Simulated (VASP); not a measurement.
# KMgF3 (R-3m) in VASP: a series of runs, part 2 of 2

VASP 6.6.1.

## Step 3: Single point, PBE

This run uses another cell than the first one, of the same volume but with other edges.

INCAR

```
SYSTEM = KMgF3
ALGO     = Normal         ! electronic algorithm
EDIFF    = 1E-6           ! SCF threshold, eV
ENCUT    = 520            ! plane-wave cutoff, eV
GGA      = PE             ! functional
ISIF     = 2              ! what is computed and relaxed
ISMEAR   = 0              ! smearing method
LASPH    = .TRUE.         ! aspherical terms in the spheres
LCHARG   = .TRUE.         ! write CHGCAR
LELF     = .TRUE.         ! ELF
LREAL    = .FALSE.        ! projectors in reciprocal space
LVHAR    = .TRUE.       
LWAVE    = .FALSE.        ! write WAVECAR
NBANDS   = 24             ! bands
NELM     = 80             ! most SCF steps
PREC     = Accurate       ! precision mode
SIGMA    = 0.05           ! smearing width, eV
```

KPOINTS

```
k-points
0
G
  6 6 6
  0 0 0
```

POSCAR

```
KMgF3
1.0
    3.9882139495     -0.0952815619     -0.0952815619
   -0.0952815619      3.9882139495     -0.0952815619
   -0.0952815619     -0.0952815619      3.9882139495
K Mg F
1 1 3
Direct
    0.5000000000      0.5000000000      0.5000000000
    0.0000000000      0.0000000000      0.0000000000
    0.5000000000      0.0000000000      0.0000000000
    0.0000000000      0.5000000000      0.0000000000
    0.0000000000      0.0000000000      0.5000000000
```

Potentials or basis: VASP PAW PBE potentials, release 64 (K_sv, Mg, F).

Command:

```console
cat potpaw_PBE.64/K_sv/POTCAR potpaw_PBE.64/Mg/POTCAR potpaw_PBE.64/F/POTCAR > POTCAR
mpirun -np 1 vasp_std > vasp.out
```

OUTCAR:

```text
SYSTEM = KMgF3
   EDIFF = 1E-6
   ENCUT = 520
   GGA = PE
   ISIF = 2
   ISMEAR = 0
   LASPH = .TRUE.
   LREAL = .FALSE.
   NELM = 80
   PREC = Accurate

 ion  position               nearest neighbor table
   1  0.500  0.500  0.500-   3 2.75   4 2.75   5 2.75   3 2.75   4 2.75   5 2.75   2 3.29   2 3.29
                             2 3.51   2 3.51   2 3.51   2 3.51   2 3.51   2 3.51
   2  0.000  0.000  0.000-   3 2.00   4 2.00   5 2.00   5 2.00   4 2.00   3 2.00   1 3.29   1 3.29
                             1 3.51   1 3.51   1 3.51   1 3.51   1 3.51   1 3.51
   3  0.500  0.000  0.000-   2 2.00   2 2.00   1 2.75   1 2.75
   4  0.000  0.500  0.000-   2 2.00   2 2.00   1 2.75   1 2.75
   5  0.000  0.000  0.500-   2 2.00   2 2.00   1 2.75   1 2.75

  LATTYP: Found a trigonal (rhomboedric) cell.
 ALAT       =     3.9904896515
 COS(alpha) =    -0.0471569688

  Lattice vectors:

 A1 = (   3.9882139495,  -0.0952815619,  -0.0952815619)
 A2 = (  -0.0952815619,   3.9882139495,  -0.0952815619)
 A3 = (  -0.0952815619,  -0.0952815619,   3.9882139495)

Analysis of symmetry for initial positions (statically):
=====================================================================
 Subroutine PRICEL returns:
 Original cell was already a primitive cell.

[... 173 lines left out ...]

  energy without entropy =      -24.34770681  energy(sigma->0) =      -24.34770681

 E-fermi :  -1.2678     XC(G=0):  -9.6822

 val. band max:       -1.5484946287   @ k =   0.5000   0.5000   0.5000
 cond. band min:       5.6806141237   @ k =   0.0000   0.0000   0.0000
 fundamental gap:      7.2291087524
 Fermi energy:        -1.2677948376

 k-point     1 :       0.0000    0.0000    0.0000
  band No.  band energies     occupation
      1     -27.2574      2.00000
      2     -21.7099      2.00000
      3     -21.0497      2.00000
      4     -21.0497      2.00000
      5     -10.8088      2.00000
      6     -10.7274      2.00000
[... 637 lines left out ...]
     23      12.6668      0.00000
     24      13.5735      0.00000

 [... further k-points ...]
[... 5 lines left out ...]
  --------------------------------------------------------------------------------------
  -------------------------------------------------------------------------------------
  Total        1.3772588      1.3772588      1.3772588      0.9197813      0.9197813      0.9197813
  in kB       34.8455182     34.8455182     34.8455182     23.2710482     23.2710482     23.2710482
  external PRESSURE =      34.8455182 kB  Pullay stress =       0.0000000 kB

 VOLUME and BASIS-vectors are now :
 -----------------------------------------------------------------------------
  energy-cutoff  :      520.00
  volume of cell :       63.33
      direct lattice vectors                 reciprocal lattice vectors
     3.988213949 -0.095281562 -0.095281562     0.251032382  0.006144149  0.006144149
    -0.095281562  3.988213949 -0.095281562     0.006144149  0.251032382  0.006144149
    -0.095281562 -0.095281562  3.988213949     0.006144149  0.006144149  0.251032382

 POSITION                                       TOTAL-FORCE (eV/Angst)
 -----------------------------------------------------------------------------------
      1.89883      1.89883      1.89883        -0.000000     -0.000000      0.000000
      0.00000      0.00000      0.00000         0.000000      0.000000     -0.000000
      1.99411     -0.04764     -0.04764         0.000000      0.000000     -0.000000
     -0.04764      1.99411     -0.04764        -0.000000      0.000000     -0.000000
     -0.04764     -0.04764      1.99411         0.000000     -0.000000     -0.000000
 -----------------------------------------------------------------------------------
    total drift:                                0.000000     -0.000000      0.000000

  FREE ENERGIE OF THE ION-ELECTRON SYSTEM (eV)
  ---------------------------------------------------
  free  energy   TOTEN  =       -24.3477068147 eV

  energy  without entropy=      -24.3477068147  energy(sigma->0) =      -24.34770681
```

stdout:

```text
POSCAR found type information on POSCAR K MgF
 POSCAR found :  3 types and       5 ions
 scaLAPACK will be used
 LDA part: xc-table for (Slater+PW92), standard interpolation
 POSCAR, INCAR and KPOINTS ok, starting setup
 FFT: planning ... GRIDC
 FFT: planning ... GRID_SOFT
 FFT: planning ... GRID
 WAVECAR not read
 entering main loop
```

It took 35 s on 1 thread of Intel Xeon Platinum 8259CL at 2.50GHz (Skylake/Cascade Lake), shared host; peak memory 0.19 GiB.

What came out:

```
Free energy            : -24.3477 eV
Pressure               : 3.5 GPa
Band gap on the k mesh : 7.23 eV, indirect (least direct gap 7.43 eV)
```

Stress tensor (GPa, compression positive):
```
3.48 2.33 2.33
2.33 3.48 2.33
2.33 2.33 3.48
```

 A k mesh can miss the band edges.

## Step 4: Single point, PBE

This run uses another cell than the first one, of the same volume but with other edges.

INCAR

```
PREC     = Accurate       # precision mode
ENCUT    = 520            # plane-wave cutoff, eV
EDIFF    = 1E-6           # SCF threshold, eV
ISMEAR   = 0              # smearing method
SIGMA    = 0.05           # smearing width, eV
LREAL    = False          # projectors in reciprocal space
LASPH    = True           # aspherical terms in the spheres
NELM     = 60             # most SCF steps
ALGO     = Normal         # electronic algorithm
ISIF     = 2              # what is computed and relaxed
LWAVE    = False          # write WAVECAR
LCHARG   = False          # write CHGCAR
GGA      = PE             # functional
NBANDS   = 24             # bands
```

KPOINTS

```
Automatic mesh
0
Gamma
  6 6 6
```

POSCAR, as its differences from that of step 3:

```diff
@@ -2,5 +2,5 @@
 1.0
-    3.9882139495     -0.0952815619     -0.0952815619
-   -0.0952815619      3.9882139495     -0.0952815619
-   -0.0952815619     -0.0952815619      3.9882139495
+    3.9885460325      0.1035985982      0.1035985982
+    0.1035985982      3.9885460325      0.1035985982
+    0.1035985982      0.1035985982      3.9885460325
 K Mg F
```

Potentials or basis: VASP PAW PBE potentials, release 64 (K_sv, Mg, F).

Command:

```console
cat potpaw_PBE.64/K_sv/POTCAR potpaw_PBE.64/Mg/POTCAR potpaw_PBE.64/F/POTCAR > POTCAR
mpirun -np 1 vasp_std > vasp.out
```

OUTCAR:

```text
PREC = Accurate
   ENCUT = 520
   EDIFF = 1E-6
   ISMEAR = 0
   LREAL = False
   LASPH = True
   NELM = 60
   ISIF = 2
   GGA = PE

 ion  position               nearest neighbor table
   1  0.500  0.500  0.500-   3 2.75   4 2.75   3 2.75   5 2.75   4 2.75   5 2.75   2 3.40   2 3.40
                             2 3.40   2 3.40   2 3.40   2 3.40   2 3.63   2 3.63
   2  0.000  0.000  0.000-   3 2.00   4 2.00   5 2.00   5 2.00   4 2.00   3 2.00   1 3.40   1 3.40
                             1 3.40   1 3.40   1 3.40   1 3.40   1 3.63   1 3.63
   3  0.500  0.000  0.000-   2 2.00   2 2.00   1 2.75   1 2.75
   4  0.000  0.500  0.000-   2 2.00   2 2.00   1 2.75   1 2.75
   5  0.000  0.000  0.500-   2 2.00   2 2.00   1 2.75   1 2.75
[... 854 lines left out ...]
  -------------------------------------------------------------------------------------
  Total        1.3884105      1.3884105      1.3884105     -0.9915378     -0.9915378     -0.9915378
  in kB       35.1276639     35.1276639     35.1276639    -25.0865336    -25.0865336    -25.0865336
  external PRESSURE =      35.1276639 kB  Pullay stress =       0.0000000 kB

 VOLUME and BASIS-vectors are now :
 -----------------------------------------------------------------------------
  energy-cutoff  :      520.00
  volume of cell :       63.33
      direct lattice vectors                 reciprocal lattice vectors
     3.988546032  0.103598598  0.103598598     0.251048092 -0.006355648 -0.006355648
     0.103598598  3.988546032  0.103598598    -0.006355648  0.251048092 -0.006355648
     0.103598598  0.103598598  3.988546032    -0.006355648 -0.006355648  0.251048092

 POSITION                                       TOTAL-FORCE (eV/Angst)
 -----------------------------------------------------------------------------------
      2.09787      2.09787      2.09787         0.000000      0.000000      0.000000
      0.00000      0.00000      0.00000        -0.000000     -0.000000     -0.000000
      1.99427      0.05180      0.05180        -0.000000      0.000000      0.000000
      0.05180      1.99427      0.05180        -0.000000     -0.000000     -0.000000
      0.05180      0.05180      1.99427         0.000000     -0.000000      0.000000
 -----------------------------------------------------------------------------------
    total drift:                                0.000000     -0.000000      0.000000

  FREE ENERGIE OF THE ION-ELECTRON SYSTEM (eV)
  ---------------------------------------------------
  free  energy   TOTEN  =       -24.3385379508 eV

  energy  without entropy=      -24.3385379508  energy(sigma->0) =      -24.33853795
```

stdout:

```text
POSCAR found type information on POSCAR K MgF
 POSCAR found :  3 types and       5 ions
 scaLAPACK will be used
 LDA part: xc-table for (Slater+PW92), standard interpolation
 POSCAR, INCAR and KPOINTS ok, starting setup
 FFT: planning ... GRIDC
 FFT: planning ... GRID_SOFT
 FFT: planning ... GRID
 WAVECAR not read
 entering main loop
```

Run time: 35 s. Hardware: 1 thread of Intel Xeon Platinum 8259CL at 2.50GHz (Skylake/Cascade Lake), shared host; peak memory 0.19 GiB.

What came out:

- Free energy: -24.3385 eV
- Pressure: 3.5 GPa
- Band gap on the k mesh: 7.21 eV, indirect (least direct gap 7.44 eV)

Stress tensor (GPa, compression positive):
```
 3.51 -2.51 -2.51
-2.51  3.51 -2.51
-2.51 -2.51  3.51
```

## Step 5: Summary

```csv
cell,gap on the mesh (eV),pressure (GPa)
"a = 4.264 Å, angles 67.3°, 5 atoms",3.13,14.7
"a = 3.990 Å, angles 92.7°, 5 atoms",7.23,3.5
"a = 3.991 Å, angles 87.0°, 5 atoms",7.21,3.5
```

Alike in all rows: task single point; level PBE; potentials or basis VASP PAW PBE potentials, release 64 (K_sv, Mg, F); no spin polarisation; k mesh 6 × 6 × 6; cutoff (eV) 520; smearing gaussian 0.05 eV.

Total energies depend on the potentials used, so only differences within one code and one set of settings carry meaning.
